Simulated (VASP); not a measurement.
AlN, 2 atoms in the cell. The typed cell holds 2 atoms: a = 3.124 Å, b = 3.103 Å, c = 3.102 Å, α = 61.37°, β = 59.70°, γ = 59.70°. 

* Program: VASP 6.6.1
* Task: single point
* Functional: PBE
* Potentials or basis: VASP PAW PBE potentials, release 64 (Al, N)
* Cutoff: 520 eV
* k mesh: 6 × 6 × 6
* Occupations: gaussian, width 0.01 eV
* Spin: no spin polarisation
* Dipole correction: no
* Further INCAR settings: ALGO = Normal; EDIFF = 1e-07; NBANDS = 11

Potentials or basis: VASP PAW PBE potentials, release 64 (Al, N).

Launch:

```sh
$ cat potpaw_PBE.64/Al/POTCAR potpaw_PBE.64/N/POTCAR > POTCAR
$ mpirun -np 1 vasp_std > vasp.out
```

Hardware: 1 thread of Intel(R) Xeon(R) 6975P-C (Granite Rapids), with other jobs on the host.

Question: How long does it take, and how much memory?

Answer: Run time: 7.3 s on 1 thread of Intel(R) Xeon(R) 6975P-C (Granite Rapids), with other jobs on the host, peak memory 0.14 GiB. Counts: scf iterations 13, k points 112.
